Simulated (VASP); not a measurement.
# GaSb (F-43m) in VASP: single point with r2SCAN

Aim: the single point of GaSb with r2SCAN.

Program: VASP 6.6.1. These are calculated values, not measurements. Logs are shortened: lines on timing, memory, paths and dates and some standing lists are left out, and cuts for length are marked.

### Step 1. The cell of the first run

It takes space group F-43m (No. 216, cubic). The conventional cell has a = 6.214 Å, b = 6.214 Å, c = 6.214 Å, α = 90.00°, β = 90.00°, γ = 90.00°. Ga (site symmetry -43m) has 4 Sb at 2.69 Å within 3.5 Å. Within 3.5 Å of Sb (site symmetry -43m) lie 4 Ga at 2.69 Å.

### Step 2. Single point, r2SCAN

POSCAR reads:

```
GaSb
1.0
    0.0000000000      3.1069206344      3.1069206344
    3.1069206344      0.0000000000      3.1069206344
    3.1069206344      3.1069206344      0.0000000000
Ga Sb
1 1
Direct
    0.0000000000      0.0000000000      0.0000000000
    0.2500000000      0.2500000000      0.2500000000
```

INCAR.step1 reads:

```
SYSTEM = GaSb
PREC = Accurate
ENCUT = 520
ISMEAR = 0
SIGMA = 0.1
LREAL = .False.
LASPH = .True.
NELM = 100
NBANDS = 16
GGA = PE
ALGO = Normal
EDIFF = 1E-4
LWAVE = .True.
LCHARG = .False.
```

INCAR.step2 reads:

```
SYSTEM = GaSb
PREC = Accurate
ENCUT = 520
EDIFF = 1E-6
ISMEAR = 0
SIGMA = 0.1
LREAL = .False.
LASPH = .True.
NELM = 100
ALGO = Normal
ISIF = 2
LWAVE = .False.
LCHARG = .True.
METAGGA = R2SCAN
LMIXTAU = .True.
LELF = .True.
LVHAR = .True.
NBANDS = 16
ISTART = 1
```

KPOINTS reads:

```
Automatic mesh
0
Gamma
  12 12 12
  0 0 0
```

Potentials or basis: VASP PAW PBE potentials, release 64 (Ga_d, Sb).

Launch:

```bash
cat potpaw_PBE.64/Ga_d/POTCAR potpaw_PBE.64/Sb/POTCAR > POTCAR
cp INCAR.step1 INCAR
mpirun -np 1 vasp_std > vasp.out
cp INCAR.step2 INCAR
mpirun -np 1 vasp_std > vasp.out
```

OUTCAR:

```text
SYSTEM = GaSb
   PREC = Accurate
   ENCUT = 520
   EDIFF = 1E-6
   ISMEAR = 0
   LREAL = .False.
   LASPH = .True.
   NELM = 100
   ISIF = 2
   METAGGA = R2SCAN
   ISTART = 1

 ion  position               nearest neighbor table
   1  0.000  0.000  0.000-   2 2.69   2 2.69   2 2.69   2 2.69
   2  0.250  0.250  0.250-   1 2.69   1 2.69   1 2.69   1 2.69

  LATTYP: Found a face centered cubic cell.
 ALAT       =     6.2138412688

  Lattice vectors:

 A1 = (   0.0000000000,   3.1069206344,   3.1069206344)
 A2 = (   3.1069206344,   0.0000000000,   3.1069206344)
 A3 = (   3.1069206344,   3.1069206344,   0.0000000000)

Analysis of symmetry for initial positions (statically):
=====================================================================
 Subroutine PRICEL returns:
 Original cell was already a primitive cell.

 Routine SETGRP: Setting up the symmetry group for a
 face centered cubic supercell.

 Subroutine GETGRP returns: Found 24 space group operations
 (whereof 24 operations were pure point group operations)
 out of a pool of 48 trial point group operations.

The static configuration has the point symmetry T_d .

Analysis of symmetry for dynamics (positions and initial velocities):
=====================================================================
 Subroutine PRICEL returns:
 Original cell was already a primitive cell.

 Routine SETGRP: Setting up the symmetry group for a
 face centered cubic supercell.

 Subroutine GETGRP returns: Found 24 space group operations
 (whereof 24 operations were pure point group operations)
 out of a pool of 48 trial point group operations.

The dynamic configuration has the point symmetry T_d .

 Subroutine INISYM returns: Found 24 space group operations
 (whereof 24 operations are pure point group operations),
 and found     1 'primitive' translations

----------------------------------------------------------------------------------------

                                     Primitive cell

  volume of cell :      59.9819

  direct lattice vectors                    reciprocal lattice vectors
     0.000000000  3.106920634  3.106920634    -0.160931050  0.160931050  0.160931050
     3.106920634  0.000000000  3.106920634     0.160931050 -0.160931050  0.160931050
     3.106920634  3.106920634  0.000000000     0.160931050  0.160931050 -0.160931050

  length of vectors
     4.393849298  4.393849298  4.393849298     0.278740755  0.278740755  0.278740755

  position of ions in fractional coordinates (direct lattice)
     0.000000000  0.000000000  0.000000000
     0.250000000  0.250000000  0.250000000

  ion indices of the primitive-cell ions
   primitive index   ion index
                 1           1
                 2           2

----------------------------------------------------------------------------------------

 KPOINTS: Automatic mesh

Automatic generation of k-mesh.
 Grid dimensions read from file:
 generate k-points for:   12   12   12

 Generating k-lattice:

  Cartesian coordinates                     Fractional coordinates (reciprocal lattice)
    -0.013410921  0.013410921  0.013410921     0.083333333  0.000000000  0.000000000
     0.013410921 -0.013410921  0.013410921     0.000000000  0.083333333  0.000000000
     0.013410921  0.013410921 -0.013410921     0.000000000  0.000000000  0.083333333

  Length of vectors
     0.023228396  0.023228396  0.023228396

  Shift w.r.t. Gamma in fractional coordinates (k-lattice)
     0.000000000  0.000000000  0.000000000

 Subroutine IBZKPT returns following result:
 ===========================================

 Found     72 irreducible k-points:

 Following reciprocal coordinates:
            Coordinates               Weight
  0.000000  0.000000  0.000000      1.000000
  0.083333  0.000000  0.000000      8.000000
  0.166667  0.000000  0.000000      8.000000
  0.250000  0.000000  0.000000      8.000000
  0.333333  0.000000  0.000000      8.000000
  0.416667  0.000000  0.000000      8.000000
[... 16 lines left out ...]
  0.500000  0.166667  0.000000     24.000000
 -0.416667  0.166667  0.000000     24.000000
 [... further k-points ...]
   k-points           NKPTS =     72   k-points in BZ     NKDIM =     72   number of bands    NBANDS=     16
   number of dos      NEDOS =    301   number of ions     NIONS =      2
   total plane-waves  NPLWV =  46656
   dimension x,y,z NGX =    36 NGY =   36 NGZ =   36
   dimension x,y,z NGXF=    72 NGYF=   72 NGZF=   72
   ions per type =               1   1
   NGX,Y,Z   is equivalent  to a cutoff of  13.62, 13.62, 13.62 a.u.
   NGXF,Y,Z  is equivalent  to a cutoff of  27.24, 27.24, 27.24 a.u.
 SYSTEM =  GaSb
   PREC   = accura    normal or accurate (medium, high low for compatibility)
   ISTART =      1    job   : 0-new  1-cont  2-samecut
   ICHARG =      0    charge: 1-file 2-atom 10-const
   ISPIN  =      1    spin polarized calculation?
   LNONCOLLINEAR =      F non collinear calculations
   LSORBIT =      F    spin-orbit coupling
   LASPH  =      T    aspherical Exc in radial PAW
   ENCUT  =  520.0 eV  38.22 Ry    6.18 a.u.   8.17  8.17  8.17*2*pi/ulx,y,z
   NELM   =    100;   NELMIN=  2; NELMDL=  0     # of ELM steps
   EDIFF  = 0.1E-05   stopping-criterion for ELM
   LREAL  =      F    real-space projection
   EDIFFG = 0.1E-04   stopping-criterion for IOM
   NSW    =      0    number of steps for IOM
   IBRION =     -1    ionic relax: 0-MD 1-quasi-New 2-CG
   NFREE  =      0    steps in history (QN), initial steepest desc. (CG)
   ISIF   =      2    stress and relaxation
   ISYM   =      2    0-nonsym 1-usesym 2-fastsym
   POTIM  = 0.5000    time-step for ionic-motion
   TEBEG  =    0.0;   TEEND  =   0.0 temperature during run
   PSTRESS=    0.0 pullay stress
   NELECT =      18.0000    total number of electrons
   NUPDOWN=      -1.0000    fix difference up-down
   EMIN   =  10.00;   EMAX   =-10.00  energy-range for DOS
   EFERMI =   0.00;   METHOD = LEGACY
   ISMEAR =     0;   SIGMA  =   0.10  broadening in eV -4-tet -1-fermi 0-gaus
   EFERMI_NEDOS =   21; number of points for ismear=-14 and -15
   IALGO  =     38    algorithm
   IMIX   =      4    mixing-type and parameters
     AMIX     =   0.40;   BMIX     =  1.00
     AMIX_MAG =   1.60;   BMIX_MAG =  1.00
  volume/ion in A,a.u.               =      29.99       202.39
  Fermi-wavevector in a.u.,A,eV,Ry     =   1.096038  2.071211 16.344661  1.201299
  Thomas-Fermi vector in A             =   2.232372
   LORBIT       =      0    0 simple, 1 ext, 2 COOP (PROOUT), +10 PAW based schemes
   METAGGA = R2SCAN    functional components
   LHFCALC =     F    Hartree Fock is set to
   AEXX    =    0.0000 exact exchange contribution
   IVDW    =     0    specifies the selected vdW correction
   LEPSILON=     F    determine dielectric tensor
   LRPA    =     F    only Hartree local field effects (RPA)
 non-spin polarized calculation
 Gauss-broadening in eV      SIGMA  =   0.10
  energy-cutoff  :      520.00
  volume of cell :       59.98
 maximum number of plane-waves:      1639
 NGX is ok and might be reduce to    36
   NGX = 17   NGY = 17   NGZ = 17

 number of electron      17.9999991 magnetization

 Free energy of the ion-electron system (eV)
  ---------------------------------------------------
  ext. energy  EPLUGINS =         0.00000000
  ---------------------------------------------------
  free energy    TOTEN  =       -37.59285006 eV

  energy without entropy =      -37.59275626  energy(sigma->0) =      -37.59280316

 E-fermi :   4.2979     XC(G=0):  -9.5075

 val. band max:        4.2139610597   @ k =   0.0000   0.0000   0.0000
 cond. band min:       4.3147896797   @ k =   0.0000   0.0000   0.0000
 fundamental gap:      0.1008286200
 Fermi energy:         4.2978538631

 k-point     1 :       0.0000    0.0000    0.0000
  band No.  band energies     occupation
      1     -11.1965      2.00000
      2     -11.1965      2.00000
      3     -11.1965      2.00000
      4     -11.1467      2.00000
      5     -11.1467      2.00000
      6      -7.3906      2.00000
[... 8 lines left out ...]
     15      13.1517      0.00000
     16      13.1517      0.00000

 k-point     2 :       0.0833    0.0000    0.0000
  band No.  band energies     occupation
      1     -11.1982      2.00000
      2     -11.1957      2.00000
      3     -11.1957      2.00000
      4     -11.1468      2.00000
      5     -11.1468      2.00000
      6      -7.3192      2.00000
[... 8 lines left out ...]
     15      12.6911      0.00000
     16      12.6911      0.00000

 k-point     3 :       0.1667    0.0000    0.0000
  band No.  band energies     occupation
      1     -11.2028      2.00000
      2     -11.1937      2.00000
      3     -11.1937      2.00000
      4     -11.1470      2.00000
      5     -11.1470      2.00000
      6      -7.1097      2.00000
[... 8 lines left out ...]
     15      12.2296      0.00000
     16      12.2296      0.00000

 k-point     4 :       0.2500    0.0000    0.0000
  band No.  band energies     occupation
      1     -11.2090      2.00000
      2     -11.1911      2.00000
      3     -11.1910      2.00000
      4     -11.1470      2.00000
      5     -11.1470      2.00000
      6      -6.7783      2.00000
[... 8 lines left out ...]
     15      12.2056      0.00000
     16      12.2056      0.00000
[... 324 lines left out ...]
 k-point    22 :       0.4167    0.1667    0.0000
  band No.  band energies     occupation
      1     -11.2220      2.00000
      2     -11.1850      2.00000
      3     -11.1838      2.00000
      4     -11.1500      2.00000
      5     -11.1453      2.00000
      6      -5.9925      2.00000
[... 8 lines left out ...]
     15      13.7432      0.00000
     16      14.5059      0.00000

 k-point    23 :       0.5000    0.1667    0.0000
  band No.  band energies     occupation
      1     -11.2241      2.00000
      2     -11.1842      2.00000
      3     -11.1830      2.00000
      4     -11.1491      2.00000
      5     -11.1458      2.00000
      6      -5.6536      2.00000
[... 8 lines left out ...]
     15      14.4103      0.00000
     16      14.5807      0.00000

 k-point    24 :      -0.4167    0.1667    0.0000
  band No.  band energies     occupation
      1     -11.2240      2.00000
      2     -11.1842      2.00000
      3     -11.1835      2.00000
      4     -11.1481      2.00000
      5     -11.1467      2.00000
      6      -5.5985      2.00000
[... 8 lines left out ...]
     15      13.3062      0.00000
     16      13.8405      0.00000

 [... further k-points ...]
[... 5 lines left out ...]
  --------------------------------------------------------------------------------------
  -------------------------------------------------------------------------------------
  Total       -0.6942885     -0.6942885     -0.6942885     -0.0000000      0.0000000     -0.0000000
  in kB      -18.5451385    -18.5451385    -18.5451385     -0.0000000      0.0000000     -0.0000000
  external PRESSURE =     -18.5451385 kB  Pullay stress =       0.0000000 kB

 VOLUME and BASIS-vectors are now :
 -----------------------------------------------------------------------------
  energy-cutoff  :      520.00
  volume of cell :       59.98
      direct lattice vectors                 reciprocal lattice vectors
     0.000000000  3.106920634  3.106920634    -0.160931050  0.160931050  0.160931050
     3.106920634  0.000000000  3.106920634     0.160931050 -0.160931050  0.160931050
     3.106920634  3.106920634  0.000000000     0.160931050  0.160931050 -0.160931050

 POSITION                                       TOTAL-FORCE (eV/Angst)
 -----------------------------------------------------------------------------------
      0.00000      0.00000      0.00000         0.000000      0.000000      0.000000
      1.55346      1.55346      1.55346        -0.000000     -0.000000     -0.000000
 -----------------------------------------------------------------------------------
    total drift:                                0.000007      0.000007      0.000007

  FREE ENERGIE OF THE ION-ELECTRON SYSTEM (eV)
  ---------------------------------------------------
  free  energy   TOTEN  =       -37.5928500650 eV

  energy  without entropy=      -37.5927562614  energy(sigma->0) =      -37.59280316
```

Run time: 2.7 min. Hardware: 1 thread of AMD EPYC 9R45 (Zen 5), shared host; peak memory 0.23 GiB.

Results:

```yaml
Free_energy: -37.5929 eV
Pressure: -1.9 GPa
Band_gap_on_the_k_mesh: 0.10 eV
```

Levels at points of the mesh, in eV from the valence-band top:
| k point | band 5 | band 6 | band 7 | band 8 | band 9 | band 10 | band 11 | band 12 | band 13 | band 14 |
| --- | --- | --- | --- | --- | --- | --- | --- | --- | --- | --- |
| (0.00, 0.00, 0.00) | -15.36 | -11.60 | 0.00 | 0.00 | 0.00 | 0.10 | 3.00 | 3.00 | 3.00 | 6.29 |
| (0.50, 0.00, 0.00) | -15.36 | -10.00 | -6.35 | -1.14 | -1.14 | 0.58 | 4.01 | 4.01 | 6.93 | 9.67 |
| (0.50, 0.50, 0.00) | -15.36 | -9.19 | -6.83 | -2.53 | -2.53 | 1.16 | 1.56 | 8.95 | 8.95 | 10.38 |

Caveat: the PAW data sets were made with another functional, which shifts forces and pressure a little; spin-orbit coupling is left out, which moves the levels of the heavy elements.
